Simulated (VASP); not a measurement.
# Ba8Ti8O23 (a cell with a defect) in VASP: a series of runs

The runs below take Ba8Ti8O23 (a cell with a defect) through single point, with PBE+D3(BJ).

Program: VASP 6.6.1. These are calculated values, not measurements. Logs are shortened: lines on timing, memory, paths and dates and some standing lists are left out, and cuts for length are marked.

### Step 1. The cell of the first run

The cell holds a defect, 39 atoms: a = 7.980 Å, b = 8.026 Å, c = 8.026 Å, α = 89.87°, β = 90.00°, γ = 90.00°.

### Step 2. Single point, PBE+D3(BJ)

INCAR reads:

```
SYSTEM = Ba8Ti8O23
PREC = Accurate ; ENCUT = 520
EDIFF = 1E-7 ; ISMEAR = 0
SIGMA = 0.02 ; LREAL = Auto
LASPH = .True. ; NELM = 100
ALGO = Normal ; ISIF = 2
LWAVE = .False. ; LCHARG = .False.
GGA = PE ; IVDW = 12
NBANDS = 182 ; NELECT = 312.0
LUSENCCL = .False.
```

KPOINTS reads:

```
Automatic mesh
0
Gamma
  2 2 2
  0 0 0
```

POSCAR reads:

```
Ba8Ti8O23
1.0
    7.9800000000      0.0000000000      0.0000000000
    0.0000000000      5.6690000000      5.6820000000
    0.0000000000     -5.6690000000      5.6820000000
Ba Ti O
8 8 23
Direct
    0.0052302005     -0.0028536589     -0.0057783369
    0.0054974937     -0.0005974314      0.5054187972
    0.0074258145      0.5024455553     -0.0050383043
    0.0067592732      0.5009802164      0.5030433669
    0.4912355890     -0.0019906085     -0.0046618027
    0.4930783208      0.0009762254      0.5050665412
    0.4901250627      0.5031790221     -0.0042369243
    0.4912428571      0.5045864083      0.5048984562
    0.2589307018      0.2576566737      0.2553151672
    0.2418849624      0.2552275189      0.7548025762
    0.2410344612      0.7546112165      0.2563908954
    0.2419645363      0.7564582952      0.7564531796
    0.7592364662      0.2287243060      0.2413387000
    0.7446828321      0.2664056812      0.7667778809
    0.7459048872      0.7707778053      0.2598563024
    0.7424617794      0.7583427866      0.7604637956
   -0.0051745614      0.2435415142      0.2329440543
    0.2493723058      0.2414720493      0.4881360112
    0.2490200501      0.4897937418      0.2424797534
   -0.0019438596      0.2441793867      0.7390601417
    0.2487129073      0.2420867382      0.9841103755
    0.2518858396      0.4904250548      0.7461694542
   -0.0044652882      0.7347922737      0.2433770329
    0.2517357143      0.7483304304      0.4891757294
    0.2483591479      0.9843979594      0.2416740222
    0.0066828321      0.7453943818      0.7444901659
    0.2522296992      0.7450517207      0.9906860477
    0.2524447368      0.9917088808      0.7444225870
    0.4945071429      0.2426526926      0.2334066175
    0.7459523810      0.3225777574      0.4395288952
    0.5105598997      0.2447096488      0.7383674368
    0.7472406015      0.2653967197      0.9982180286
    0.7535591479      0.4941295723      0.7477095688
    0.5138007519      0.7330859727      0.2435479590
    0.7539317043      0.7380018714      0.4862890473
    0.7485719298      0.9988130303      0.2603302291
    0.5068375940      0.7459633313      0.7452482140
    0.7534764411      0.7415435299      0.9973378499
    0.7533377193      0.9931518763      0.7422347833
```

Potentials or basis: VASP PAW PBE potentials, release 64 (Ba_sv, Ti_sv, O).

Started as:

```
$ cat potpaw_PBE.64/Ba_sv/POTCAR potpaw_PBE.64/Ti_sv/POTCAR potpaw_PBE.64/O/POTCAR > POTCAR
$ mpirun -np 1 vasp_std > vasp.out
```

OUTCAR:

```text
SYSTEM = Ba8Ti8O23
   PREC = Accurate
   ENCUT = 520
   EDIFF = 1E-7
   ISMEAR = 0
   LREAL = Auto
   LASPH = .True.
   NELM = 100
   ISIF = 2
   GGA = PE
   IVDW = 12
   NELECT = 312.0
 IVDW          = 12

 ion  position               nearest neighbor table
   1  0.005  0.997  0.994-  17 2.76  21 2.77  25 2.78  28 2.81  27 2.82  20 2.85  26 2.85  39 2.85
                            38 2.87  23 2.90  36 2.96  32 2.98  12 3.31  13 3.36  10 3.40  16 3.41
   2  0.005  0.999  0.505-  20 2.72  28 2.75  18 2.75  39 2.77  26 2.80  24 2.82  36 2.84  25 2.87
                            35 2.91  17 2.93  23 2.99  12 3.38  11 3.38  15 3.40  13 3.42  10 3.44
   3  0.007  0.502  0.995-  23 2.73  27 2.76  19 2.77  38 2.79  22 2.79  26 2.80  32 2.82  17 2.82
                            33 2.84  21 2.84  20 2.92  10 3.34  12 3.36  14 3.37  11 3.46  16 3.49
   4  0.007  0.501  0.503-  30 2.58  26 2.76  22 2.76  35 2.78  24 2.79  20 2.80  23 2.80  33 2.82
                            18 2.85  19 2.85  17 3.00  10 3.39  11 3.40   9 3.44  12 3.45  14 3.52
   5  0.491  0.998  0.995-  29 2.74  21 2.76  25 2.77  28 2.77  27 2.79  37 2.86  31 2.86  34 2.92
                            39 2.92  38 2.94  36 2.96  32 2.96  16 3.36  12 3.38  13 3.45  10 3.45
   6  0.493  0.001  0.505-  31 2.71  28 2.72  18 2.74  24 2.80  37 2.81  39 2.82  36 2.83  25 2.88
                            29 2.92  35 2.97  34 3.01  30 3.32  15 3.37   9 3.43  12 3.45  16 3.45
   7  0.490  0.503  0.996-  27 2.72  34 2.72  19 2.76  22 2.76  37 2.80  32 2.80  29 2.83  38 2.84
                            21 2.85  33 2.90  31 2.94  14 3.34   9 3.41  10 3.41  12 3.42  16 3.43
   8  0.491  0.505  0.505-  30 2.56  22 2.72  24 2.74  37 2.74  34 2.79  31 2.81  35 2.82  33 2.86
                            19 2.86  18 2.86  29 3.03   9 3.38  10 3.46  11 3.46  12 3.48  14 3.48
   9  0.259  0.258  0.255-  19 1.87  18 1.87  29 1.89  17 2.12  21 2.18  25 2.20   8 3.38   7 3.41
[... 13 lines left out ...]
  16  0.742  0.758  0.760-  37 1.89  39 1.89  38 1.91  26 2.11  33 2.13  35 2.21   5 3.36   1 3.41
                             7 3.43   6 3.45   3 3.49   2 3.51   8 3.52   4 3.61
  17  0.995  0.244  0.233-  13 1.88   9 2.12   1 2.76   3 2.82   2 2.93   4 3.00
  18  0.249  0.241  0.488-   9 1.87  10 2.14   6 2.74   2 2.75   4 2.85   8 2.86
  19  0.249  0.490  0.242-   9 1.87  11 2.13   7 2.76   3 2.77   4 2.85   8 2.86
  20  0.998  0.244  0.739-  10 1.95  14 2.04   2 2.72   4 2.80   1 2.85   3 2.92
  21  0.249  0.242  0.984-  10 1.84   9 2.18   5 2.76   1 2.77   3 2.84   7 2.85
  22  0.252  0.490  0.746-  10 1.89  12 2.14   8 2.72   7 2.76   4 2.76   3 2.79
  23  0.996  0.735  0.243-  11 1.97  15 2.02   3 2.73   4 2.80   1 2.90   2 2.99
  24  0.252  0.748  0.489-  11 1.87  12 2.15   8 2.74   4 2.79   6 2.80   2 2.82
  25  0.248  0.984  0.242-  11 1.85   9 2.20   5 2.77   1 2.78   2 2.87   6 2.88
  26  0.007  0.745  0.744-  12 1.88  16 2.11   4 2.76   2 2.80   3 2.80   1 2.85
  27  0.252  0.745  0.991-  12 1.88  11 2.14   7 2.72   3 2.76   5 2.79   1 2.82
  28  0.252  0.992  0.744-  12 1.89  10 2.12   6 2.72   2 2.75   5 2.77   1 2.81
  29  0.495  0.243  0.233-   9 1.89  13 2.12   5 2.74   7 2.83   6 2.92   8 3.03
  30  0.746  0.323  0.440-  13 1.76   8 2.56   4 2.58   6 3.32
  31  0.511  0.245  0.738-  14 1.89  10 2.15   6 2.71   8 2.81   5 2.86   7 2.94
  32  0.747  0.265  0.998-  14 1.86  13 1.98   7 2.80   3 2.82   5 2.96   1 2.98
  33  0.754  0.494  0.748-  14 1.84  16 2.13   4 2.82   3 2.84   8 2.86   7 2.90
  34  0.514  0.733  0.244-  15 1.88  11 2.19   7 2.72   8 2.79   5 2.92   6 3.01
  35  0.754  0.738  0.486-  15 1.84  16 2.21   4 2.78   8 2.82   2 2.91   6 2.97
  36  0.749  0.999  0.260-  15 1.83  13 1.85   6 2.83   2 2.84   5 2.96   1 2.96
  37  0.507  0.746  0.745-  16 1.89  12 2.12   8 2.74   7 2.80   6 2.81   5 2.86
  38  0.753  0.742  0.997-  16 1.91  15 2.12   3 2.79   7 2.84   1 2.87   5 2.94
  39  0.753  0.993  0.742-  16 1.89  14 2.20   2 2.77   6 2.82   1 2.85   5 2.92

  LATTYP: Found a base centered orthorhombic cell.
 ALAT       =    11.3380000000
 B/A-ratio  =     1.0022931734
 C/A-ratio  =     0.7038278356

  Lattice vectors:

 A1 = (   0.0000000000,   5.6690000000,  -5.6820000000)
 A2 = (   0.0000000000,   5.6690000000,   5.6820000000)
 A3 = (   7.9800000000,   0.0000000000,   0.0000000000)

Analysis of symmetry for initial positions (statically):
=====================================================================
 Subroutine PRICEL returns:
 Original cell was already a primitive cell.

 Routine SETGRP: Setting up the symmetry group for a
 base centered orthorhombic supercell.

 Subroutine GETGRP returns: Found  1 space group operations
 (whereof  1 operations were pure point group operations)
 out of a pool of  8 trial point group operations.

The static configuration has the point symmetry C_1 .

Analysis of symmetry for dynamics (positions and initial velocities):
[... 33 lines left out ...]
 SYSTEM =  Ba8Ti8O23
   PREC   = accura    normal or accurate (medium, high low for compatibility)
   ISTART =      0    job   : 0-new  1-cont  2-samecut
   ICHARG =      2    charge: 1-file 2-atom 10-const
   ISPIN  =      1    spin polarized calculation?
   LNONCOLLINEAR =      F non collinear calculations
   LSORBIT =      F    spin-orbit coupling
   LASPH  =      T    aspherical Exc in radial PAW
   ENCUT  =  520.0 eV  38.22 Ry    6.18 a.u.  14.84 14.92 14.92*2*pi/ulx,y,z
   NELM   =    100;   NELMIN=  2; NELMDL= -5     # of ELM steps
   EDIFF  = 0.1E-06   stopping-criterion for ELM
   LREAL  =      T    real-space projection
   EDIFFG = 0.1E-05   stopping-criterion for IOM
   NSW    =      0    number of steps for IOM
   IBRION =     -1    ionic relax: 0-MD 1-quasi-New 2-CG
   NFREE  =      0    steps in history (QN), initial steepest desc. (CG)
   ISIF   =      2    stress and relaxation
   ISYM   =      2    0-nonsym 1-usesym 2-fastsym
   POTIM  = 0.5000    time-step for ionic-motion
   TEBEG  =    0.0;   TEEND  =   0.0 temperature during run
   PSTRESS=    0.0 pullay stress
   NELECT =     312.0000    total number of electrons
   NUPDOWN=      -1.0000    fix difference up-down
   EMIN   =  10.00;   EMAX   =-10.00  energy-range for DOS
   EFERMI =   0.00;   METHOD = LEGACY
   ISMEAR =     0;   SIGMA  =   0.02  broadening in eV -4-tet -1-fermi 0-gaus
   EFERMI_NEDOS =   21; number of points for ismear=-14 and -15
   IALGO  =     38    algorithm
   IMIX   =      4    mixing-type and parameters
     AMIX     =   0.40;   BMIX     =  1.00
     AMIX_MAG =   1.60;   BMIX_MAG =  1.00
  volume/ion in A,a.u.               =      13.18        88.96
  Fermi-wavevector in a.u.,A,eV,Ry     =   1.386052  2.619258 26.138696  1.921140
  Thomas-Fermi vector in A             =   2.510404
   LORBIT       =      0    0 simple, 1 ext, 2 COOP (PROOUT), +10 PAW based schemes
   GGA     = PE    functional components
   LHFCALC =     F    Hartree Fock is set to
   AEXX    =    0.0000 exact exchange contribution
   IVDW    =    12    specifies the selected vdW correction
   LEPSILON=     F    determine dielectric tensor
   LRPA    =     F    only Hartree local field effects (RPA)
 non-spin polarized calculation
 Gauss-broadening in eV      SIGMA  =   0.02
  energy-cutoff  :      520.00
  volume of cell :      514.09
 maximum number of plane-waves:     13866
 NGX is ok and might be reduce to    60
   NGX = 29   NGY = 29   NGZ = 29

 number of electron     311.9999992 magnetization

 Free energy of the ion-electron system (eV)
  ---------------------------------------------------
  ext. energy  EPLUGINS =         0.00000000
  ---------------------------------------------------
  free energy    TOTEN  =      -321.20605214 eV

  energy without entropy =     -321.20605214  energy(sigma->0) =     -321.20605214

 E-fermi :   3.8106     XC(G=0): -11.0545

 val. band max:        3.6779175801   @ k =   0.0000   0.0000   0.0000
 cond. band min:       5.9038867750   @ k =   0.0000   0.0000   0.0000
 fundamental gap:      2.2259691949
 Fermi energy:         3.8105975581

 k-point     1 :       0.0000    0.0000    0.0000
  band No.  band energies     occupation
      1     -52.7931      2.00000
      2     -52.7221      2.00000
      3     -52.7128      2.00000
      4     -52.7008      2.00000
      5     -52.6630      2.00000
      6     -52.6262      2.00000
[... 1357 lines left out ...]
    167       7.1148      0.00000
    168       7.1237      0.00000
 [bands above 168 left out]

------------------------ aborting loop because EDIFF is reached ----------------------------------------

 Edisp (eV)  -10.34363

 E8    (eV) :    -4.7284

  FORCE on cell =-STRESS in cart. coord.  units (eV):
  Direction    XX          YY          ZZ          XY          YZ          ZX
  --------------------------------------------------------------------------------------
  -------------------------------------------------------------------------------------
  Total      -5.29817    -3.15000    -0.38887    -0.32945     0.74924    -1.03500
  in kB     -16.51187    -9.81702    -1.21192    -1.02673     2.33503    -3.22560
  external pressure =       -9.18 kB  Pullay stress =        0.00 kB

 VOLUME and BASIS-vectors are now :
 -----------------------------------------------------------------------------
  energy-cutoff  :      520.00
  volume of cell :      514.09
      direct lattice vectors                 reciprocal lattice vectors
     7.980000000  0.000000000  0.000000000     0.125313283  0.000000000 -0.000000000
     0.000000000  5.669000000  5.682000000    -0.000000000  0.088198977  0.087997184
     0.000000000 -5.669000000  5.682000000     0.000000000 -0.088198977  0.087997184

 POSITION                                       TOTAL-FORCE (eV/Angst)
 -----------------------------------------------------------------------------------
      0.04174      0.01658     11.31495        -0.064708      0.021802      0.010927
      0.04387      2.80039      8.55040        -0.068791      0.066426     -0.021963
      0.05926     -2.79207      8.50827        -0.041837     -0.015586     -0.034355
      0.05394     -0.01170      5.70486         0.009937      0.026878     -0.016460
      3.92006      0.01514     11.32620         0.078590      0.020849     -0.005099
      3.93476     -2.85769      2.87533         0.083752      0.057362     -0.028193
[... 31 lines left out ...]
      6.01274     -1.45010      9.88032        -0.006381     -0.032862      0.050503
      6.01164      1.42245      9.86047        -0.010760      0.027960      0.039170
 -----------------------------------------------------------------------------------
    total drift:                                0.007598     -0.003651      0.002267

  FREE ENERGIE OF THE ION-ELECTRON SYSTEM (eV)
  ---------------------------------------------------
  free  energy   TOTEN  =      -331.5496845240 eV

  energy  without entropy=     -331.5496845240  energy(sigma->0) =     -331.54968452
```

It took 2.3 min on 1 × NVIDIA H100 80GB with 1 thread of AMD EPYC 7R13 (Zen 3), shared host; peak memory 1.8 GiB.

Results:

- Free energy: -331.5497 eV
- Largest force: 0.796 eV/Å
- Dispersion energy per atom: -0.265 eV

Forces in eV/Å, atoms in the order of the input:
```
Ba  -0.065  0.022  0.011
Ba  -0.069  0.066 -0.022
Ba  -0.042 -0.016 -0.034
Ba   0.010  0.027 -0.016
Ba   0.079  0.021 -0.005
Ba   0.084  0.057 -0.028
Ba   0.053 -0.005 -0.044
Ba   0.006  0.030 -0.030
Ti  -0.042  0.032 -0.060
Ti   0.037  0.006 -0.068
Ti   0.024  0.003 -0.067
Ti   0.048  0.024 -0.043
Ti  -0.061  0.001  0.004
Ti   0.022  0.044 -0.119
Ti   0.037  0.037 -0.096
Ti   0.049  0.012 -0.065
O   -0.003  0.063  0.092
O    0.002  0.013  0.041
O    0.001  0.025  0.055
O   -0.009 -0.010  0.048
O    0.007 -0.024  0.073
O   -0.007  0.064  0.020
O   -0.031  0.022  0.011
O   -0.008 -0.002  0.035
O    0.005  0.062  0.075
O   -0.045  0.021 -0.003
O   -0.013  0.004  0.038
O   -0.012  0.038  0.035
O    0.090  0.058  0.092
O    0.005 -0.789 -0.099
O   -0.057 -0.014  0.053
O    0.001 -0.033  0.004
O   -0.008  0.054  0.072
O   -0.030  0.021  0.009
O   -0.004 -0.021 -0.008
O    0.008  0.069 -0.046
O   -0.043  0.022 -0.003
O   -0.006 -0.033  0.051
O   -0.011  0.028  0.039
```

Caveat: the cell carries a net charge on a neutralising background, which shifts energy and pressure; the cell is charged against a uniform background, so pressure and absolute levels hang on convention; spin-orbit coupling is left out, which moves the levels of the heavy elements.

### Step 3. Single point, PBE+D3(BJ)

INCAR reads:

```
PREC = Accurate ; ENCUT = 520
EDIFF = 1E-6 ; ISMEAR = 0
SIGMA = 0.02 ; LREAL = Auto
LASPH = T ; NELM = 80
ALGO = Normal ; ISIF = 2
LWAVE = F ; LCHARG = T
GGA = PE ; IVDW = 12
LELF = T ; LVHAR = T
NELECT = 312.0 ; NBANDS = 182
LUSENCCL = F
```

KPOINTS reads:

```
regular mesh
0
Gamma
  2 2 2
```

POSCAR reads:

```
Ba8Ti8O23
1.0
    7.9800000000      0.0000000000      0.0000000000
    0.0000000000      5.6690000000      5.6820000000
    0.0000000000     -5.6690000000      5.6820000000
Ba Ti O
8 8 23
Direct
    0.0056684211     -0.0041073099     -0.0057635103
    0.0066067669     -0.0018371956      0.5046928802
    0.0076147870      0.5034512647     -0.0043312366
    0.0084255639      0.5022915562      0.5027343150
    0.4909578947     -0.0027837357     -0.0042935258
    0.4918704261     -0.0000076549      0.5043761871
    0.4902835840      0.5037370086     -0.0029834007
    0.4890723058      0.5058944436      0.5053207975
    0.2592312030      0.2567147635      0.2553630260
    0.2417058897      0.2554791293      0.7542618070
    0.2412964912      0.7544906730      0.2557977818
    0.2420070175      0.7566454549      0.7564186071
    0.7613919799      0.2302626522      0.2361257674
    0.7452458647      0.2657348038      0.7690186281
    0.7458310777      0.7709162443      0.2619778071
    0.7422617794      0.7589704826      0.7598501792
   -0.0031609023      0.2386109165      0.2328067182
    0.2492017544      0.2414986159      0.4887854390
    0.2489914787      0.4898161575      0.2418304458
   -0.0033517544      0.2441417651      0.7374479920
    0.2484239348      0.2419577582      0.9831143995
    0.2517412281      0.4903683104      0.7474852623
   -0.0045142857      0.7356125046      0.2434969639
    0.2516338346      0.7489947627      0.4894960856
    0.2481897243      0.9836595227      0.2415198155
    0.0069344612      0.7454267307      0.7447830546
    0.2522942356      0.7451650692      0.9910230688
    0.2524090226      0.9916961076      0.7446525373
    0.4920840852      0.2380252332      0.2330444606
    0.7456329574      0.3543221938      0.4131367995
    0.5119725564      0.2446376506      0.7364637222
    0.7472987469      0.2664657275      0.9985789750
    0.7536855890      0.4926514646      0.7457096759
    0.5134426065      0.7341758780      0.2438160262
    0.7538477444      0.7407014998      0.4883289473
    0.7480914787      0.9990268681      0.2636938288
    0.5066660401      0.7461016496      0.7455519935
    0.7534293233      0.7419686337      0.9963106693
    0.7533598997      0.9943976981      0.7419021963
```

Potentials or basis: VASP PAW PBE potentials, release 64 (Ba_sv, Ti_sv, O).

Started as:

```
$ cat potpaw_PBE.64/Ba_sv/POTCAR potpaw_PBE.64/Ti_sv/POTCAR potpaw_PBE.64/O/POTCAR > POTCAR
$ mpirun -np 1 vasp_std > vasp.out
```

It took 2.6 min on 1 × NVIDIA H100 80GB with 1 thread of AMD EPYC 7R13 (Zen 3), shared host; peak memory 1.8 GiB.

It converged, with:

* Free energy: -331.2995 eV
* Largest force: 0.538 eV/Å
* Dispersion energy per atom: -0.265 eV

Forces in eV/Å, atoms in the order of the input:
```
Ba  -0.059  0.015 -0.006
Ba  -0.059  0.054 -0.021
Ba  -0.041 -0.024 -0.035
Ba   0.056  0.022  0.008
Ba   0.078  0.015 -0.015
Ba   0.078  0.053 -0.026
Ba   0.054 -0.017 -0.044
Ba  -0.046  0.026  0.001
Ti  -0.039  0.020 -0.070
Ti   0.035  0.007 -0.071
Ti   0.034 -0.006 -0.065
Ti   0.054  0.015 -0.043
Ti  -0.045 -0.006 -0.050
Ti   0.034  0.028 -0.091
Ti   0.044  0.029 -0.092
Ti   0.044  0.018 -0.069
O    0.036  0.047  0.058
O    0.001  0.002  0.046
O    0.000  0.020  0.054
O   -0.027 -0.009  0.039
O    0.003 -0.025  0.061
O   -0.008  0.042  0.033
O   -0.040  0.016  0.017
O   -0.011  0.006  0.043
O    0.002  0.049  0.064
O   -0.047  0.011 -0.003
O   -0.015 -0.002  0.040
O   -0.015  0.026  0.036
O    0.066  0.043  0.056
O   -0.004 -0.533 -0.076
O   -0.045 -0.011  0.042
O   -0.002 -0.019  0.018
O   -0.008  0.045  0.070
O   -0.032  0.017  0.015
O   -0.008 -0.030  0.001
O    0.000  0.046 -0.017
O   -0.050  0.012 -0.001
O   -0.007 -0.034  0.052
O   -0.012  0.033  0.040
```

Levels at points of the mesh, in eV from the Fermi level:
```csv
k point,band 153,band 154,band 155,band 156,band 157,band 158,band 159,band 160
"(0.00, 0.00, 0.00)",-0.32,-0.28,-0.19,-0.18,2.08,2.25,2.30,2.36
"(0.50, 0.00, 0.00)",-0.56,-0.54,-0.44,-0.28,2.29,2.42,2.60,2.76
"(0.00, 0.50, 0.00)",-0.65,-0.60,-0.29,-0.20,2.20,2.39,2.63,2.66
"(0.00, 0.00, 0.50)",-0.60,-0.57,-0.39,-0.19,2.20,2.29,2.61,2.79
"(0.50, 0.50, 0.00)",-0.64,-0.61,-0.58,-0.41,2.56,2.69,2.76,2.78
"(0.50, 0.00, 0.50)",-0.65,-0.60,-0.59,-0.43,2.55,2.62,2.74,2.79
"(0.00, 0.50, 0.50)",-0.69,-0.65,-0.61,-0.38,2.51,2.69,2.76,2.85
"(0.50, 0.50, 0.50)",-0.72,-0.67,-0.64,-0.52,2.62,2.69,2.83,2.89
```

Caveat: the cell carries a net charge on a neutralising background, which shifts energy and pressure; the cell is charged against a uniform background, so pressure and absolute levels hang on convention; spin-orbit coupling is left out, which moves the levels of the heavy elements.
